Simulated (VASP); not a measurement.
Runs of VASP 6.6.1 on Nb. The structure is that of space group P6_3/mmc (No. 194), or close to it. The cells are those of the table. This isn't the form of Nb at room conditions, which is bcc.

```tsv
cell	gap on the mesh (eV)	pressure (GPa)
a = 2.260, b = 2.260, c = 3.668 Å, angles 90.0, 90.0, 120.0°, 2 atoms	none	577.8
a = 2.328, b = 2.328, c = 3.996 Å, angles 90.0, 90.0, 120.0°, 2 atoms	none	364.8
a = 2.685, b = 2.685, c = 4.851 Å, angles 90.0, 90.0, 120.0°, 2 atoms	none	41.2
a = 2.601, b = 2.601, c = 4.677 Å, angles 90.0, 90.0, 120.0°, 2 atoms	none	(a)
a = 2.427, b = 2.427, c = 4.240 Å, angles 90.0, 90.0, 120.0°, 2 atoms	none	(b)
```

Alike in all rows: task single point; level PBEsol; potentials or basis VASP PAW PBE potentials, release 64 (Nb_sv); no spin polarisation; k mesh 17 × 17 × 9; cutoff (eV) 520; smearing fermi-dirac 0.05 eV.

Fill in the values left out.

(a) 77.7; (b) 219.7.

Caveats: the cell stands under pressure; the PAW data sets were made with another functional, which shifts forces and pressure a little.

A k mesh can miss the band edges, and the runs leave out spin-orbit coupling on Nb.

A gap of «none» marks levels without a gap at the run's occupations.
